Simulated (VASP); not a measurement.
## Mn: single point with PBE

Mn:

```
Mn
1.0
    -1.39327    1.39327    1.39327
     1.39327   -1.39327    1.39327
     1.39327    1.39327   -1.39327
Mn
1
Direct
  0.00000 0.00000 0.00000
```

This isn't the form of Mn at room conditions, which is a 58-atom cubic cell.

```json
{
 "Program": "VASP 6.6.1",
 "Task": "single point",
 "Functional": "PBE",
 "Potentials or basis": "VASP PAW PBE potentials, release 64 (Mn_pv)",
 "Cutoff": "500 eV",
 "k mesh": "8 × 8 × 8",
 "Occupations": "methfessel-paxton, width 0.13 eV",
 "Spin": "collinear spin, ferromagnetic start",
 "Starting moments": "[0.76] μB"
}
```

```json
{"Pressure": "0.7 GPa", "Net moment": "0.69 μB per cell", "Site moments": "Mn +0.69 μB", "Valence electrons inside the program's atomic spheres": "Mn 11.96"}
```

Levels at points of the mesh, in eV from the Fermi level:
Spin up:
```csv
k point,band 3,band 4,band 5,band 6,band 7,band 8,band 9,band 10,band 11,band 12
"(0.00, 0.00, 0.00)",-48.32,-8.63,-1.81,-1.81,-1.81,-0.02,-0.02,23.73,23.73,23.73
"(0.50, 0.00, 0.00)",-48.33,-5.08,-3.22,0.01,0.27,0.64,1.64,9.05,17.92,21.48
"(0.50, 0.50, 0.50)",-48.84,-4.98,-4.98,1.29,1.29,1.29,10.53,10.53,10.53,17.04
```
Spin down:
| k point | band 2 | band 3 | band 4 | band 5 | band 6 | band 7 | band 8 | band 9 | band 10 | band 11 |
| --- | --- | --- | --- | --- | --- | --- | --- | --- | --- | --- |
| (0.00, 0.00, 0.00) | -47.53 | -47.53 | -8.54 | -1.22 | -1.22 | -1.22 | 0.85 | 0.85 | 23.68 | 23.68 |
| (0.50, 0.00, 0.00) | -47.77 | -47.53 | -4.68 | -2.70 | 0.72 | 0.80 | 1.15 | 2.32 | 9.50 | 17.97 |
| (0.50, 0.50, 0.50) | -48.06 | -48.06 | -4.42 | -4.42 | 1.96 | 1.96 | 1.96 | 10.65 | 10.65 | 10.65 |

Wall time 10 s on 1 thread of Intel(R) Xeon(R) 6975P-C (Granite Rapids), with other jobs on the host, peak memory 0.12 GiB.

Caveat: the k points lie up to 0.40 Å⁻¹ apart.
